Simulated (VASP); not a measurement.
# Ti (Im-3m) in VASP: a series of runs

Ti is run at these levels: r2SCAN; tasks: single point.

All numbers are computed with VASP 6.6.1; they aren't measurements. Logs are shortened: lines on timing, memory, paths and dates and some standing lists are left out, and cuts for length are marked.

## Step 1: The cell of the first run

The structure is cubic, space group Im-3m (No. 229). The conventional cell has a = 3.282 Å, b = 3.282 Å, c = 3.282 Å, α = 90.00°, β = 90.00°, γ = 90.00°. Ti (site symmetry m-3m) has 14 Ti at 2.84 to 3.28 Å within 3.7 Å.

## Step 2: Single point, r2SCAN

POSCAR reads:

```
Ti
1.0
   -1.6410000000      1.6410000000      1.6410000000
    1.6410000000     -1.6410000000      1.6410000000
    1.6410000000      1.6410000000     -1.6410000000
Ti
1
Direct
    0.0000000000      0.0000000000      0.0000000000
```

INCAR.step1 reads:

```
SYSTEM = Ti
PREC = Accurate
ENCUT = 520
ISMEAR = 0
SIGMA = 0.15
LREAL = .False.
LASPH = .True.
NELM = 80
NBANDS = 12
GGA = PE
ALGO = Normal
EDIFF = 1E-4
LWAVE = .True.
LCHARG = .False.
```

INCAR.step2 reads:

```
SYSTEM = Ti
PREC = Accurate
ENCUT = 520
EDIFF = 1E-6
ISMEAR = 0
SIGMA = 0.15
LREAL = .False.
LASPH = .True.
NELM = 80
ALGO = Normal
ISIF = 2
LWAVE = .False.
LCHARG = .False.
METAGGA = R2SCAN
LMIXTAU = .True.
NBANDS = 12
ISTART = 1
```

KPOINTS reads:

```
Automatic mesh
0
Gamma
  6 6 6
  0 0 0
```

Potentials or basis: VASP PAW PBE potentials, release 64 (Ti_sv).

Run with:

```console
> cat potpaw_PBE.64/Ti_sv/POTCAR > POTCAR
> cp INCAR.step1 INCAR
> mpirun -np 1 vasp_std > vasp.out
> cp INCAR.step2 INCAR
> mpirun -np 1 vasp_std > vasp.out
```

OUTCAR:

```text
SYSTEM = Ti
   PREC = Accurate
   ENCUT = 520
   EDIFF = 1E-6
   ISMEAR = 0
   LREAL = .False.
   LASPH = .True.
   NELM = 80
   ISIF = 2
   METAGGA = R2SCAN
   ISTART = 1

 ion  position               nearest neighbor table
   1  0.000  0.000  0.000-

  LATTYP: Found a body centered cubic cell.
 ALAT       =     3.2820000000

  Lattice vectors:

 A1 = (  -1.6410000000,   1.6410000000,   1.6410000000)
 A2 = (   1.6410000000,  -1.6410000000,   1.6410000000)
 A3 = (   1.6410000000,   1.6410000000,  -1.6410000000)

Analysis of symmetry for initial positions (statically):
=====================================================================
 Subroutine PRICEL returns:
 Original cell was already a primitive cell.

 Routine SETGRP: Setting up the symmetry group for a
 body centered cubic supercell.

 Subroutine GETGRP returns: Found 48 space group operations
 (whereof 48 operations were pure point group operations)
 out of a pool of 48 trial point group operations.

The static configuration has the point symmetry O_h .

Analysis of symmetry for dynamics (positions and initial velocities):
=====================================================================
 Subroutine PRICEL returns:
 Original cell was already a primitive cell.

 Routine SETGRP: Setting up the symmetry group for a
 body centered cubic supercell.

 Subroutine GETGRP returns: Found 48 space group operations
 (whereof 48 operations were pure point group operations)
 out of a pool of 48 trial point group operations.

The dynamic configuration has the point symmetry O_h .

 Subroutine INISYM returns: Found 48 space group operations
 (whereof 48 operations are pure point group operations),
 and found     1 'primitive' translations

----------------------------------------------------------------------------------------

                                     Primitive cell

  volume of cell :      17.6761

  direct lattice vectors                    reciprocal lattice vectors
    -1.641000000  1.641000000  1.641000000     0.000000000  0.304692261  0.304692261
     1.641000000 -1.641000000  1.641000000     0.304692261  0.000000000  0.304692261
     1.641000000  1.641000000 -1.641000000     0.304692261  0.304692261  0.000000000

  length of vectors
     2.842295375  2.842295375  2.842295375     0.430899928  0.430899928  0.430899928

  position of ions in fractional coordinates (direct lattice)
     0.000000000  0.000000000  0.000000000

  ion indices of the primitive-cell ions
   primitive index   ion index
                 1           1

----------------------------------------------------------------------------------------

 KPOINTS: Automatic mesh

Automatic generation of k-mesh.
 Grid dimensions read from file:
 generate k-points for:    6    6    6

 Generating k-lattice:

  Cartesian coordinates                     Fractional coordinates (reciprocal lattice)
     0.000000000  0.050782043  0.050782043     0.166666667  0.000000000  0.000000000
     0.050782043  0.000000000  0.050782043     0.000000000  0.166666667  0.000000000
     0.050782043  0.050782043  0.000000000     0.000000000  0.000000000  0.166666667

  Length of vectors
     0.071816655  0.071816655  0.071816655

  Shift w.r.t. Gamma in fractional coordinates (k-lattice)
     0.000000000  0.000000000  0.000000000

 Subroutine IBZKPT returns following result:
 ===========================================

 Found     16 irreducible k-points:

 Following reciprocal coordinates:
            Coordinates               Weight
  0.000000  0.000000  0.000000      1.000000
  0.166667  0.000000  0.000000     12.000000
  0.333333  0.000000  0.000000     12.000000
  0.500000  0.000000  0.000000      6.000000
  0.166667  0.166667  0.000000     24.000000
  0.333333  0.166667  0.000000     48.000000
[... 8 lines left out ...]
  0.500000  0.500000  0.333333     12.000000
  0.500000  0.500000  0.500000      1.000000
   k-points           NKPTS =     16   k-points in BZ     NKDIM =     16   number of bands    NBANDS=     12
   number of dos      NEDOS =    301   number of ions     NIONS =      1
   total plane-waves  NPLWV =  13824
   dimension x,y,z NGX =    24 NGY =   24 NGZ =   24
   dimension x,y,z NGXF=    48 NGYF=   48 NGZF=   48
   ions per type =               1
   NGX,Y,Z   is equivalent  to a cutoff of  14.04, 14.04, 14.04 a.u.
   NGXF,Y,Z  is equivalent  to a cutoff of  28.08, 28.08, 28.08 a.u.
 SYSTEM =  Ti
   PREC   = accura    normal or accurate (medium, high low for compatibility)
   ISTART =      1    job   : 0-new  1-cont  2-samecut
   ICHARG =      0    charge: 1-file 2-atom 10-const
   ISPIN  =      1    spin polarized calculation?
   LNONCOLLINEAR =      F non collinear calculations
   LSORBIT =      F    spin-orbit coupling
   LASPH  =      T    aspherical Exc in radial PAW
   ENCUT  =  520.0 eV  38.22 Ry    6.18 a.u.   5.28  5.28  5.28*2*pi/ulx,y,z
   NELM   =     80;   NELMIN=  2; NELMDL=  0     # of ELM steps
   EDIFF  = 0.1E-05   stopping-criterion for ELM
   LREAL  =      F    real-space projection
   EDIFFG = 0.1E-04   stopping-criterion for IOM
   NSW    =      0    number of steps for IOM
   IBRION =     -1    ionic relax: 0-MD 1-quasi-New 2-CG
   NFREE  =      0    steps in history (QN), initial steepest desc. (CG)
   ISIF   =      2    stress and relaxation
   ISYM   =      2    0-nonsym 1-usesym 2-fastsym
   POTIM  = 0.5000    time-step for ionic-motion
   TEBEG  =    0.0;   TEEND  =   0.0 temperature during run
   PSTRESS=    0.0 pullay stress
   NELECT =      12.0000    total number of electrons
   NUPDOWN=      -1.0000    fix difference up-down
   EMIN   =  10.00;   EMAX   =-10.00  energy-range for DOS
   EFERMI =   0.00;   METHOD = LEGACY
   ISMEAR =     0;   SIGMA  =   0.15  broadening in eV -4-tet -1-fermi 0-gaus
   EFERMI_NEDOS =   21; number of points for ismear=-14 and -15
   IALGO  =     38    algorithm
   IMIX   =      4    mixing-type and parameters
     AMIX     =   0.40;   BMIX     =  1.00
     AMIX_MAG =   1.60;   BMIX_MAG =  1.00
  volume/ion in A,a.u.               =      17.68       119.28
  Fermi-wavevector in a.u.,A,eV,Ry     =   1.438821  2.718977 28.166848  2.070205
  Thomas-Fermi vector in A             =   2.557745
   LORBIT       =      0    0 simple, 1 ext, 2 COOP (PROOUT), +10 PAW based schemes
   METAGGA = R2SCAN    functional components
   LHFCALC =     F    Hartree Fock is set to
   AEXX    =    0.0000 exact exchange contribution
   IVDW    =     0    specifies the selected vdW correction
   LEPSILON=     F    determine dielectric tensor
   LRPA    =     F    only Hartree local field effects (RPA)
 non-spin polarized calculation
 Gauss-broadening in eV      SIGMA  =   0.15
  energy-cutoff  :      520.00
  volume of cell :       17.68
 maximum number of plane-waves:       490
 NGX is ok and might be reduce to    24
   NGX = 11   NGY = 11   NGZ = 11

 number of electron      12.0000001 magnetization

 Free energy of the ion-electron system (eV)
  ---------------------------------------------------
  ext. energy  EPLUGINS =         0.00000000
  ---------------------------------------------------
  free energy    TOTEN  =       -12.81236849 eV

  energy without entropy =      -12.78130112  energy(sigma->0) =      -12.79683480

 E-fermi :   7.9333     XC(G=0): -12.3121

 val. band max:        7.9318133087   @ k =   0.3333   0.0000   0.0000
 cond. band min:       7.9663307531   @ k =   0.3333   0.1667   0.0000
 fundamental gap:      0.0345174444
 Fermi energy:         7.9333157405

 k-point     1 :       0.0000    0.0000    0.0000
  band No.  band energies     occupation
      1     -51.0534      2.00000
      2     -25.8745      2.00000
      3     -25.8745      2.00000
      4     -25.8745      2.00000
      5       1.6367      2.00000
      6       9.0462      0.00000
      7       9.0462      0.00000
      8       9.0462      0.00000
      9      10.7588      0.00000
     10      10.7588      0.00000
     11      25.9004      0.00000
     12      25.9004      0.00000

 k-point     2 :       0.1667    0.0000    0.0000
  band No.  band energies     occupation
      1     -51.0220      2.00000
      2     -26.0432      2.00000
      3     -25.9259      2.00000
      4     -25.8757      2.00000
      5       2.5662      2.00000
      6       8.6446      0.00000
      7       8.8052      0.00000
      8       9.7094      0.00000
      9      10.4591      0.00000
     10      10.7950      0.00000
     11      24.1033      0.00000
     12      25.3179      0.00000

 k-point     3 :       0.3333    0.0000    0.0000
  band No.  band energies     occupation
      1     -50.9584      2.00000
      2     -26.3702      2.00000
      3     -26.0274      2.00000
      4     -25.8782      2.00000
      5       4.6157      2.00000
      6       7.9318      1.01130
      7       8.2020      0.01129
      8      10.6360      0.00000
      9      10.9643      0.00000
     10      11.2910      0.00000
     11      19.6509      0.00000
     12      22.9128      0.00000
[... 166 lines left out ...]
 k-point    15 :       0.5000    0.5000    0.3333
  band No.  band energies     occupation
      1     -50.8606      2.00000
      2     -26.3720      2.00000
      3     -26.2595      2.00000
      4     -26.2119      2.00000
      5       6.1317      2.00000
      6       6.1873      2.00000
      7      10.3228      0.00000
      8      10.5541      0.00000
      9      12.0308      0.00000
     10      15.3053      0.00000
     11      16.6012      0.00000
     12      18.6401      0.00000

 k-point    16 :       0.5000    0.5000    0.5000
  band No.  band energies     occupation
      1     -50.8386      2.00000
      2     -26.3189      2.00000
      3     -26.3189      2.00000
      4     -26.3189      2.00000
      5       5.7085      2.00000
      6       5.7085      2.00000
      7      11.9452      0.00000
      8      11.9452      0.00000
      9      11.9453      0.00000
     10      16.5447      0.00000
     11      16.5448      0.00000
     12      16.5448      0.00000

------------------------ aborting loop because EDIFF is reached ----------------------------------------

  FORCE on cell =-STRESS in cart. coord.  units (eV):
  Direction    XX          YY          ZZ          XY          YZ          ZX
  --------------------------------------------------------------------------------------
  -------------------------------------------------------------------------------------
  Total       -0.2230952     -0.2230952     -0.2230952      0.0000000      0.0000000      0.0000000
  in kB      -20.2215785    -20.2215785    -20.2215785      0.0000000      0.0000000      0.0000000
  external PRESSURE =     -20.2215785 kB  Pullay stress =       0.0000000 kB

 VOLUME and BASIS-vectors are now :
 -----------------------------------------------------------------------------
  energy-cutoff  :      520.00
  volume of cell :       17.68
      direct lattice vectors                 reciprocal lattice vectors
    -1.641000000  1.641000000  1.641000000     0.000000000  0.304692261  0.304692261
     1.641000000 -1.641000000  1.641000000     0.304692261  0.000000000  0.304692261
     1.641000000  1.641000000 -1.641000000     0.304692261  0.304692261  0.000000000

 POSITION                                       TOTAL-FORCE (eV/Angst)
 -----------------------------------------------------------------------------------
      0.00000      0.00000      0.00000        -0.000000      0.000000     -0.000000
 -----------------------------------------------------------------------------------
    total drift:                                0.000000      0.000000     -0.000000

  FREE ENERGIE OF THE ION-ELECTRON SYSTEM (eV)
  ---------------------------------------------------
  free  energy   TOTEN  =       -12.8123684899 eV

  energy  without entropy=      -12.7813011151  energy(sigma->0) =      -12.79683480
```

Run time: 15 s. Hardware: 1 thread of Intel Xeon Platinum 8259CL at 2.50GHz (Skylake/Cascade Lake), shared host; peak memory 0.14 GiB.

Results:

- Free energy: -12.8124 eV
- Pressure: -2.0 GPa
- Band gap on the k mesh: zero (band 6 reaches 9.05 eV, above the bottom of band 7 at 7.31 eV)

Levels at points of the mesh, in eV from the Fermi level:
```tsv
k point	band 3	band 4	band 5	band 6	band 7	band 8	band 9	band 10
(0.00, 0.00, 0.00)	-33.81	-33.81	-6.30	1.11	1.11	1.11	2.83	2.83
(0.50, 0.00, 0.00)	-34.01	-33.81	-2.54	-0.32	0.91	2.84	3.17	4.36
(0.50, 0.50, 0.50)	-34.25	-34.25	-2.22	-2.22	4.01	4.01	4.01	8.61
```

Caveat: the k points lie up to 0.45 Å⁻¹ apart; the PAW data sets were made with another functional, which shifts forces and pressure a little.

## Step 3: Single point, r2SCAN

POSCAR is that of step 2.

INCAR.step1 reads:

```
ALGO = Normal ; EDIFF = 1E-4
ENCUT = 520 ; GGA = PE
ISMEAR = 0 ; LASPH = T
LCHARG = F ; LREAL = F
LWAVE = T ; NBANDS = 12
NELM = 80 ; PREC = Accurate
SIGMA = 0.15
```

INCAR.step2 reads:

```
ALGO = Normal ; EDIFF = 1E-6
ENCUT = 520 ; ISIF = 2
ISMEAR = 0 ; ISTART = 1
LASPH = T ; LCHARG = F
LMIXTAU = T ; LREAL = F
LWAVE = F ; METAGGA = R2SCAN
NBANDS = 12 ; NELM = 80
PREC = Accurate ; SIGMA = 0.15
```

KPOINTS reads:

```
k-points
0
Gamma
  8 8 8
```

Potentials or basis: VASP PAW PBE potentials, release 64 (Ti_sv).

Run with:

```console
> cat potpaw_PBE.64/Ti_sv/POTCAR > POTCAR
> cp INCAR.step1 INCAR
> mpirun -np 1 vasp_std > vasp.out
> cp INCAR.step2 INCAR
> mpirun -np 1 vasp_std > vasp.out
```

Wall time 23 s (1 thread of Intel Xeon Platinum 8259CL at 2.50GHz (Skylake/Cascade Lake), shared host); peak memory 0.14 GiB.

The run converged. Its results:

```yaml
Free_energy: -12.8224 eV
Pressure: -2.9 GPa
Band_gap_on_the_k_mesh: zero (band 6 reaches 9.07 eV, above the bottom of band 7 at 7.28 eV)
```

Levels at points of the mesh, in eV from the Fermi level:
| k point | band 4 | band 5 | band 6 | band 7 | band 8 | band 9 |
| --- | --- | --- | --- | --- | --- | --- |
| (0.00, 0.00, 0.00) | -33.77 | -6.31 | 1.12 | 1.12 | 1.12 | 2.86 |
| (0.50, 0.00, 0.00) | -33.77 | -2.54 | -0.32 | 0.90 | 2.87 | 3.21 |
| (0.50, 0.50, 0.50) | -34.22 | -2.21 | -2.21 | 4.04 | 4.04 | 4.04 |

Caveat: the PAW data sets were made with another functional, which shifts forces and pressure a little.

## Step 4: Single point, r2SCAN

POSCAR is that of step 3.

INCAR.step1 reads:

```
PREC = Accurate
ENCUT = 520
ISMEAR = 0
SIGMA = 0.15
LREAL = False
LASPH = True
NELM = 80
NBANDS = 12
GGA = PE
ALGO = Normal
EDIFF = 1E-4
LWAVE = True
LCHARG = False
```

INCAR.step2 reads:

```
PREC = Accurate
ENCUT = 520
EDIFF = 1E-6
ISMEAR = 0
SIGMA = 0.15
LREAL = False
LASPH = True
NELM = 80
ALGO = Normal
ISIF = 2
LWAVE = False
LCHARG = False
METAGGA = R2SCAN
LMIXTAU = True
NBANDS = 12
ISTART = 1
```

KPOINTS reads:

```
regular mesh
0
Gamma
  10 10 10
```

Run with:

```console
> cat potpaw_PBE.64/Ti_sv/POTCAR > POTCAR
> cp INCAR.step1 INCAR
> mpirun -np 1 vasp_std > vasp.out
> cp INCAR.step2 INCAR
> mpirun -np 1 vasp_std > vasp.out
```

Run time: 30 s. Hardware: 1 thread of Intel Xeon Platinum 8259CL at 2.50GHz (Skylake/Cascade Lake), shared host; peak memory 0.14 GiB.

Results (log left out):

- Free energy: -12.8248 eV
- Pressure: -2.5 GPa
- Band gap on the k mesh: zero (band 6 reaches 9.06 eV, above the bottom of band 7 at 7.27 eV)

Levels at points of the mesh, in eV from the Fermi level:
| k point | band 3 | band 4 | band 5 | band 6 | band 7 | band 8 | band 9 | band 10 |
| --- | --- | --- | --- | --- | --- | --- | --- | --- |
| (0.00, 0.00, 0.00) | -33.77 | -33.77 | -6.30 | 1.13 | 1.13 | 1.13 | 2.87 | 2.87 |
| (0.50, 0.00, 0.00) | -33.97 | -33.77 | -2.53 | -0.31 | 0.91 | 2.87 | 3.22 | 4.39 |
| (0.50, 0.50, 0.50) | -34.21 | -34.21 | -2.20 | -2.20 | 4.04 | 4.04 | 4.04 | 8.61 |

Caveat: the PAW data sets were made with another functional, which shifts forces and pressure a little.

## Step 5: Single point, r2SCAN

POSCAR is that of step 4.

INCAR.step1 reads:

```
PREC = Accurate ; ENCUT = 520
ISMEAR = 0 ; SIGMA = 0.15
LREAL = False ; LASPH = True
NELM = 60 ; NBANDS = 12
GGA = PE ; ALGO = Normal
EDIFF = 1E-4 ; LWAVE = True
LCHARG = False
```

INCAR.step2 reads:

```
PREC = Accurate ; ENCUT = 520
EDIFF = 1E-6 ; ISMEAR = 0
SIGMA = 0.15 ; LREAL = False
LASPH = True ; NELM = 60
ALGO = Normal ; ISIF = 2
LWAVE = False ; LCHARG = True
METAGGA = R2SCAN ; LMIXTAU = True
LELF = True ; LVHAR = True
NBANDS = 12 ; ISTART = 1
```

KPOINTS reads:

```
regular mesh
0
Gamma
  12 12 12
```

Run with:

```console
> cat potpaw_PBE.64/Ti_sv/POTCAR > POTCAR
> cp INCAR.step1 INCAR
> mpirun -np 1 vasp_std > vasp.out
> cp INCAR.step2 INCAR
> mpirun -np 1 vasp_std > vasp.out
```

It took 41 s on 1 thread of Intel Xeon Platinum 8259CL at 2.50GHz (Skylake/Cascade Lake), shared host; peak memory 0.15 GiB.

It converged, with:

* Free energy: -12.8230 eV
* Pressure: -2.6 GPa
* Band gap on the k mesh: zero (band 6 reaches 9.06 eV, above the bottom of band 7 at 7.28 eV)

Levels at points of the mesh, in eV from the Fermi level:
| k point | band 2 | band 3 | band 4 | band 5 | band 6 | band 7 | band 8 | band 9 | band 10 | band 11 |
| --- | --- | --- | --- | --- | --- | --- | --- | --- | --- | --- |
| (0.00, 0.00, 0.00) | -33.78 | -33.78 | -33.78 | -6.31 | 1.12 | 1.12 | 1.12 | 2.86 | 2.86 | 17.96 |
| (0.50, 0.00, 0.00) | -34.43 | -33.98 | -33.78 | -2.54 | -0.32 | 0.90 | 2.87 | 3.21 | 4.38 | 8.97 |
| (0.50, 0.50, 0.50) | -34.22 | -34.22 | -34.22 | -2.21 | -2.21 | 4.03 | 4.03 | 4.03 | 8.60 | 8.60 |

Caveat: the PAW data sets were made with another functional, which shifts forces and pressure a little.

## Step 6: Overview

| k mesh | gap on the mesh (eV) | pressure (GPa) |
| --- | --- | --- |
| 6 × 6 × 6 | none | -2.0 |
| 8 × 8 × 8 | none | -2.9 |
| 10 × 10 × 10 | none | -2.5 |
| 12 × 12 × 12 | none | -2.6 |

Alike in all rows: task single point; level r2SCAN; potentials or basis VASP PAW PBE potentials, release 64 (Ti_sv); no spin polarisation; cell as given; cutoff (eV) 520; smearing gaussian 0.15 eV.

Caveats: some runs use coarse meshes; the PAW data sets were made with another functional, which shifts forces and pressure a little.

Total energies depend on the potentials used, so only differences within one code and one set of settings carry meaning.
